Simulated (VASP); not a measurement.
Set up this calculation in VASP 6.6.1, as the native input.

```yaml
Task: single point
Functional: PBE
Potentials_or_basis: VASP PAW PBE potentials, release 64 (Al, H)
Cutoff: 520 eV
k_mesh: 6 × 6 × 1
Occupations: gaussian, width 0.1 eV
Spin: no spin polarisation
Dipole_correction: yes
Further_INCAR_settings: ALGO = Normal; EDIFF = 1e-06; NBANDS = 32
```

The structure of Al6H lies in POSCAR:

```
Al6H
1.0
    5.7143028096      0.0000000000      0.0000000000
   -2.8571514048      4.9487313980      0.0000000000
    0.0000000000      0.0000000000     22.6016424997
Al H
12 2
Direct
    0.3333333333      0.1666666667      0.1769782882
    0.3333333333      0.6666666667      0.1769782882
    0.8333333333      0.1666666667      0.1769782882
    0.8333333333      0.6666666667      0.1769782882
    0.1666666667      0.3333333333      0.2787817902
    0.1666666667      0.8333333333      0.2787817902
    0.6666666667      0.3333333333      0.2787817902
    0.6666666667      0.8333333333      0.2787817902
    0.0000000000      0.0000000000      0.3805759913
    0.0000000000      0.5000000000      0.3805759913
    0.5000000000      0.0000000000      0.3805759913
    0.5000000000      0.5000000000      0.3805759913
    0.1377714184      0.1666666667      0.4571191010
    0.5288952483      0.1666666667      0.4571191010
```

These files were run (other wordings do the same):

INCAR

```
ALGO = Normal
DIPOL = 0.5 0.5 0.304
EDIFF = 1E-6
ENCUT = 520
GGA = PE
IDIPOL = 3
ISIF = 2
ISMEAR = 0
LASPH = True
LCHARG = False
LDIPOL = True
LREAL = False
LWAVE = False
NBANDS = 32
NELM = 80
PREC = Accurate
SIGMA = 0.1
```

KPOINTS

```
k-points
0
Gamma
  6 6 1
```

Potentials or basis: VASP PAW PBE potentials, release 64 (Al, H).

The run is started by

```console
$ cat potpaw_PBE.64/Al/POTCAR potpaw_PBE.64/H/POTCAR > POTCAR
$ mpirun -np 1 vasp_std > vasp.out
```

Results of the run:

```json
{"Largest force": "1.473 eV/Å", "Band gap on the k mesh": "zero (bands 19 and 20 overlap by 0.76 eV)"}
```

Run time: 4.8 min on 1 thread of Intel(R) Xeon(R) 6975P-C (Granite Rapids), on a shared host, peak memory 0.69 GiB.
